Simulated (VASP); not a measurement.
# MoS2 (P6_3/mmc) in VASP: single point with PBEsol

Aim: the single point of MoS2 with PBEsol.

Everything below comes from runs of VASP 6.6.1. Logs are shortened: lines on timing, memory, paths and dates and some standing lists are left out, and cuts for length are marked.

### 1 The cell of the first run

It takes space group P6_3/mmc (No. 194, hexagonal). Conventional cell: a = 3.192 Å, b = 3.192 Å, c = 13.378 Å, α = 90.00°, β = 90.00°, γ = 120.00°. Mo (site symmetry -6m2) has 6 S at 2.42 Å and 6 Mo at 3.19 Å within 3.2 Å. Within 3.2 Å of S (site symmetry 3m) lie 3 Mo at 2.42 Å and 7 S at 3.13 to 3.19 Å.

### 2 Single point, PBEsol

INCAR reads:

```
PREC = Accurate
ENCUT = 520
EDIFF = 1E-7
ISMEAR = 0
SIGMA = 0.1
LREAL = F
LASPH = T
NELM = 80
ALGO = Normal
ISIF = 2
LWAVE = F
LCHARG = T
GGA = PS
LELF = T
LVHAR = T
NBANDS = 35
```

KPOINTS reads:

```
Automatic mesh
0
Gamma
  6 6 2
```

POSCAR reads:

```
MoS2
1.0
    3.1922379100      0.0000000000      0.0000000000
   -1.5961189600      2.7645591300      0.0000000000
    0.0000000000      0.0000000000     13.3782940000
Mo S
2 4
Direct
    0.6666666700      0.3333333300      0.2500000000
    0.3333333300      0.6666666700      0.7500000000
    0.6666666700      0.3333333300      0.6330820000
    0.3333333300      0.6666666700      0.3669180000
    0.6666666700      0.3333333300      0.8669180000
    0.3333333300      0.6666666700      0.1330820000
```

Potentials or basis: VASP PAW PBE potentials, release 64 (Mo_sv, S).

Run with:

```sh
$ cat potpaw_PBE.64/Mo_sv/POTCAR potpaw_PBE.64/S/POTCAR > POTCAR
$ mpirun -np 1 vasp_std > vasp.out
```

OUTCAR:

```text
PREC = Accurate
   ENCUT = 520
   EDIFF = 1E-7
   ISMEAR = 0
   LREAL = F
   LASPH = T
   NELM = 80
   ISIF = 2
   GGA = PS

 ion  position               nearest neighbor table
   1  0.667  0.333  0.250-   4 2.42   6 2.42   4 2.42   6 2.42   4 2.42   6 2.42
   2  0.333  0.667  0.750-   3 2.42   5 2.42   3 2.42   5 2.42   3 2.42   5 2.42
   3  0.667  0.333  0.633-   2 2.42   2 2.42   2 2.42
   4  0.333  0.667  0.367-   1 2.42   1 2.42   1 2.42
   5  0.667  0.333  0.867-   2 2.42   2 2.42   2 2.42
   6  0.333  0.667  0.133-   1 2.42   1 2.42   1 2.42

  LATTYP: Found a hexagonal cell.
 ALAT       =     3.1922379100
 C/A-ratio  =     4.1908825022

  Lattice vectors:

 A1 = (   3.1922379100,   0.0000000000,   0.0000000000)
 A2 = (  -1.5961189600,   2.7645591300,   0.0000000000)
 A3 = (   0.0000000000,   0.0000000000,  13.3782940000)

Analysis of symmetry for initial positions (statically):
=====================================================================
 Subroutine PRICEL returns:
 Original cell was already a primitive cell.

 Routine SETGRP: Setting up the symmetry group for a
 hexagonal supercell.

 Subroutine GETGRP returns: Found 24 space group operations
 (whereof 12 operations were pure point group operations)
 out of a pool of 24 trial point group operations.

The static configuration has the point symmetry D_3d.
 The point group associated with its full space group is D_6h.

Analysis of symmetry for dynamics (positions and initial velocities):
=====================================================================
 Subroutine PRICEL returns:
 Original cell was already a primitive cell.

 Routine SETGRP: Setting up the symmetry group for a
 hexagonal supercell.

 Subroutine GETGRP returns: Found 24 space group operations
 (whereof 12 operations were pure point group operations)
 out of a pool of 24 trial point group operations.

The dynamic configuration has the point symmetry D_3d.
 The point group associated with its full space group is D_6h.

 Subroutine INISYM returns: Found 24 space group operations
 (whereof 12 operations are pure point group operations),
 and found     1 'primitive' translations

----------------------------------------------------------------------------------------

                                     Primitive cell

  volume of cell :     118.0652

  direct lattice vectors                    reciprocal lattice vectors
     3.192237910  0.000000000  0.000000000     0.313259860  0.180860665  0.000000000
    -1.596118960  2.764559130  0.000000000     0.000000000  0.361721328  0.000000000
     0.000000000  0.000000000 13.378294000     0.000000000  0.000000000  0.074747946

  length of vectors
     3.192237910  3.192237917 13.378294000     0.361721329  0.361721328  0.074747946

  position of ions in fractional coordinates (direct lattice)
     0.666666670  0.333333330  0.250000000
     0.333333330  0.666666670  0.750000000
     0.666666670  0.333333330  0.633082000
     0.333333330  0.666666670  0.366918000
     0.666666670  0.333333330  0.866918000
     0.333333330  0.666666670  0.133082000

  ion indices of the primitive-cell ions
   primitive index   ion index
                 1           1
                 2           2
                 3           3
                 4           4
                 5           5
                 6           6

----------------------------------------------------------------------------------------

 KPOINTS: Automatic mesh

Automatic generation of k-mesh.
 Grid dimensions read from file:
 generate k-points for:    6    6    2

 Generating k-lattice:

  Cartesian coordinates                     Fractional coordinates (reciprocal lattice)
     0.052209977  0.030143444  0.000000000     0.166666667  0.000000000  0.000000000
     0.000000000  0.060286888  0.000000000     0.000000000  0.166666667  0.000000000
     0.000000000  0.000000000  0.037373973     0.000000000  0.000000000  0.500000000

  Length of vectors
     0.060286888  0.060286888  0.037373973

  Shift w.r.t. Gamma in fractional coordinates (k-lattice)
     0.000000000  0.000000000  0.000000000

 Subroutine IBZKPT returns following result:
 ===========================================

 Found     14 irreducible k-points:

 Following reciprocal coordinates:
            Coordinates               Weight
  0.000000  0.000000  0.000000      1.000000
  0.166667  0.000000  0.000000      6.000000
  0.333333  0.000000  0.000000      6.000000
  0.500000  0.000000  0.000000      3.000000
  0.166667  0.166667  0.000000      6.000000
  0.333333  0.166667  0.000000     12.000000
  0.333333  0.333333  0.000000      2.000000
  0.000000  0.000000  0.500000      1.000000
  0.166667  0.000000  0.500000      6.000000
  0.333333  0.000000  0.500000      6.000000
  0.500000  0.000000  0.500000      3.000000
  0.166667  0.166667  0.500000      6.000000
  0.333333  0.166667  0.500000     12.000000
  0.333333  0.333333  0.500000      2.000000
   k-points           NKPTS =     14   k-points in BZ     NKDIM =     14   number of bands    NBANDS=     35
   number of dos      NEDOS =    301   number of ions     NIONS =      6
   total plane-waves  NPLWV =  57600
   dimension x,y,z NGX =    24 NGY =   24 NGZ =  100
   dimension x,y,z NGXF=    48 NGYF=   48 NGZF=  200
   ions per type =               2   4
   NGX,Y,Z   is equivalent  to a cutoff of  12.50, 12.50, 12.43 a.u.
   NGXF,Y,Z  is equivalent  to a cutoff of  25.00, 25.00, 24.85 a.u.
 SYSTEM =  unknown system
   PREC   = accura    normal or accurate (medium, high low for compatibility)
   ISTART =      0    job   : 0-new  1-cont  2-samecut
   ICHARG =      2    charge: 1-file 2-atom 10-const
   ISPIN  =      1    spin polarized calculation?
   LNONCOLLINEAR =      F non collinear calculations
   LSORBIT =      F    spin-orbit coupling
   LASPH  =      T    aspherical Exc in radial PAW
   ENCUT  =  520.0 eV  38.22 Ry    6.18 a.u.   5.94  5.94 24.87*2*pi/ulx,y,z
   NELM   =     80;   NELMIN=  2; NELMDL= -5     # of ELM steps
   EDIFF  = 0.1E-06   stopping-criterion for ELM
   LREAL  =      F    real-space projection
   EDIFFG = 0.1E-05   stopping-criterion for IOM
   NSW    =      0    number of steps for IOM
   IBRION =     -1    ionic relax: 0-MD 1-quasi-New 2-CG
   NFREE  =      0    steps in history (QN), initial steepest desc. (CG)
   ISIF   =      2    stress and relaxation
   ISYM   =      2    0-nonsym 1-usesym 2-fastsym
   POTIM  = 0.5000    time-step for ionic-motion
   TEBEG  =    0.0;   TEEND  =   0.0 temperature during run
   PSTRESS=    0.0 pullay stress
   NELECT =      52.0000    total number of electrons
   NUPDOWN=      -1.0000    fix difference up-down
   EMIN   =  10.00;   EMAX   =-10.00  energy-range for DOS
   EFERMI =   0.00;   METHOD = LEGACY
   ISMEAR =     0;   SIGMA  =   0.10  broadening in eV -4-tet -1-fermi 0-gaus
   EFERMI_NEDOS =   21; number of points for ismear=-14 and -15
   IALGO  =     38    algorithm
   IMIX   =      4    mixing-type and parameters
     AMIX     =   0.40;   BMIX     =  1.00
     AMIX_MAG =   1.60;   BMIX_MAG =  1.00
  volume/ion in A,a.u.               =      19.68       132.79
  Fermi-wavevector in a.u.,A,eV,Ry     =   1.245571  2.353789 21.108736  1.551448
  Thomas-Fermi vector in A             =   2.379788
   LORBIT       =      0    0 simple, 1 ext, 2 COOP (PROOUT), +10 PAW based schemes
   GGA     = PS    functional components
   LHFCALC =     F    Hartree Fock is set to
   AEXX    =    0.0000 exact exchange contribution
   IVDW    =     0    specifies the selected vdW correction
   LEPSILON=     F    determine dielectric tensor
   LRPA    =     F    only Hartree local field effects (RPA)
 non-spin polarized calculation
 Gauss-broadening in eV      SIGMA  =   0.10
  energy-cutoff  :      520.00
  volume of cell :      118.07
 maximum number of plane-waves:      3204
 NGX is ok and might be reduce to    24
   NGX = 11   NGY = 11   NGZ = 49

 number of electron      52.0000003 magnetization

 Free energy of the ion-electron system (eV)
  ---------------------------------------------------
  ext. energy  EPLUGINS =         0.00000000
  ---------------------------------------------------
  free energy    TOTEN  =       -46.82356153 eV

  energy without entropy =      -46.82356153  energy(sigma->0) =      -46.82356153

 E-fermi :   6.5059     XC(G=0): -10.3261

 val. band max:        6.0004620627   @ k =   0.0000   0.0000   0.0000
 cond. band min:       7.2138581582   @ k =   0.3333   0.3333   0.0000
 fundamental gap:      1.2133960955
 Fermi energy:         6.5058632415

 k-point     1 :       0.0000    0.0000    0.0000
  band No.  band energies     occupation
      1     -55.1997      2.00000
      2     -55.1997      2.00000
      3     -29.3715      2.00000
      4     -29.3715      2.00000
      5     -29.1635      2.00000
      6     -29.1635      2.00000
[... 27 lines left out ...]
     34       8.6013      0.00000
     35      11.4853      0.00000

 k-point     2 :       0.1667    0.0000    0.0000
  band No.  band energies     occupation
      1     -55.1906      2.00000
      2     -55.1906      2.00000
      3     -29.3534      2.00000
      4     -29.3534      2.00000
      5     -29.2562      2.00000
      6     -29.2562      2.00000
[... 27 lines left out ...]
     34       8.9295      0.00000
     35      12.8211      0.00000

 k-point     3 :       0.3333    0.0000    0.0000
  band No.  band energies     occupation
      1     -55.1725      2.00000
      2     -55.1724      2.00000
      3     -29.4375      2.00000
      4     -29.4375      2.00000
      5     -29.3170      2.00000
      6     -29.3170      2.00000
[... 27 lines left out ...]
     34       9.7024      0.00000
     35      12.8828      0.00000
[... 343 lines left out ...]
 k-point    13 :       0.3333    0.1667    0.5000
  band No.  band energies     occupation
      1     -55.1633      2.00000
      2     -55.1633      2.00000
      3     -29.4811      2.00000
      4     -29.4811      2.00000
      5     -29.2987      2.00000
      6     -29.2987      2.00000
[... 27 lines left out ...]
     34       9.9626      0.00000
     35      12.5880      0.00000

 k-point    14 :       0.3333    0.3333    0.5000
  band No.  band energies     occupation
      1     -55.1588      2.00000
      2     -55.1588      2.00000
      3     -29.4371      2.00000
      4     -29.4371      2.00000
      5     -29.3953      2.00000
      6     -29.3953      2.00000
[... 27 lines left out ...]
     34      10.3543      0.00000
     35      12.7363      0.00000

------------------------ aborting loop because EDIFF is reached ----------------------------------------

  FORCE on cell =-STRESS in cart. coord.  units (eV):
  Direction    XX          YY          ZZ          XY          YZ          ZX
  --------------------------------------------------------------------------------------
  -------------------------------------------------------------------------------------
  Total       -3.8447838     -3.8447838     -2.9013417      0.0000000      0.0000000     -0.0000000
  in kB      -52.1747814    -52.1747816    -39.3720101      0.0000001      0.0000000     -0.0000000
  external PRESSURE =     -47.9071910 kB  Pullay stress =       0.0000000 kB

 VOLUME and BASIS-vectors are now :
 -----------------------------------------------------------------------------
  energy-cutoff  :      520.00
  volume of cell :      118.07
      direct lattice vectors                 reciprocal lattice vectors
     3.192237910  0.000000000  0.000000000     0.313259860  0.180860665  0.000000000
    -1.596118960  2.764559130  0.000000000     0.000000000  0.361721328  0.000000000
     0.000000000  0.000000000 13.378294000     0.000000000  0.000000000  0.074747946

 POSITION                                       TOTAL-FORCE (eV/Angst)
 -----------------------------------------------------------------------------------
      1.59612      0.92152      3.34457        -0.000000     -0.000000     -0.000000
     -0.00000      1.84304     10.03372         0.000000      0.000000     -0.000000
      1.59612      0.92152      8.46956         0.000000      0.000000      0.396201
     -0.00000      1.84304      4.90874        -0.000000     -0.000000     -0.396201
      1.59612      0.92152     11.59788        -0.000000     -0.000000     -0.396201
     -0.00000      1.84304      1.78041        -0.000000     -0.000000      0.396201
 -----------------------------------------------------------------------------------
    total drift:                               -0.000014      0.000008     -0.000000

  FREE ENERGIE OF THE ION-ELECTRON SYSTEM (eV)
  ---------------------------------------------------
  free  energy   TOTEN  =       -46.8235615320 eV

  energy  without entropy=      -46.8235615320  energy(sigma->0) =      -46.82356153
```

It took 2 min on 1 thread of AMD EPYC 7R13, shared host; peak memory 0.21 GiB.

Results:

```
Free energy            : -46.8236 eV
Pressure               : -4.8 GPa
Largest force          : 0.396 eV/Å
Band gap on the k mesh : 1.21 eV, indirect (least direct gap 1.63 eV)
```

Forces in eV/Å, atoms in the order of the input:
```
Mo   0.000  0.000  0.000
Mo   0.000  0.000  0.000
S    0.000  0.000  0.396
S    0.000  0.000 -0.396
S    0.000  0.000 -0.396
S    0.000  0.000  0.396
```

Levels at points of the mesh, in eV from the valence-band top:
```csv
k point,band 24,band 25,band 26,band 27,band 28,band 29
"(0.00, 0.00, 0.00)",-1.46,-0.76,0.00,2.31,2.31,2.32
"(0.50, 0.00, 0.00)",-1.37,-1.10,-1.05,1.79,1.80,2.23
"(0.00, 0.00, 0.50)",-1.92,-0.25,-0.25,2.31,2.31,2.31
"(0.50, 0.00, 0.50)",-1.40,-1.07,-1.07,1.80,1.80,2.30
```

Caveat: the PAW data sets were made with another functional, which shifts forces and pressure a little; this functional lacks dispersion, which binds the layers, so the pressure and a relaxed spacing across them are unreliable.
